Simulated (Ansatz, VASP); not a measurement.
## Two plane-wave programs on As

```
As
1.0
     3.61233    0.00000    0.00000
    -1.80616    3.12837    0.00000
     0.00000    0.00000   28.00000
As
2
Direct
  0.33333 0.66667 0.52476
  0.66667 0.33333 0.47524
```

Alike in both runs: functional PBE; k mesh 6 × 6 × 1; occupations gaussian, width 0.1 eV; no spin polarisation.

Ansatz relaxed the structure, and its values are those at the end. VASP's run is a single point on that final structure, the one shown.

|  | VASP | Ansatz |
| --- | --- | --- |
| version | VASP 6.6.1 | Ansatz 0.2.0 |
| potentials or method | VASP PAW PBE potentials, release 64 (As), cutoff 400 eV | scalar-relativistic, plane waves, PAW |
| valence electrons in the cell | 10 | 30 |

Ansatz gave:

| Quantity | Value |
| --- | --- |
| gap on the k mesh at the Fermi level (eV) | 1.66 |
| least direct gap on the mesh (eV) | 1.94 |
| rms of the force components (eV/Å) | 0.000 |

Task: Estimate VASP's values.

Result: gap on the k mesh at the Fermi level (eV): 1.66; least direct gap on the mesh (eV): 1.93; rms of the force components (eV/Å): 0.050.

VASP's potentials hold 10 valence electrons a cell and Ansatz's 30, so a difference there can come from the potentials and not from the codes.
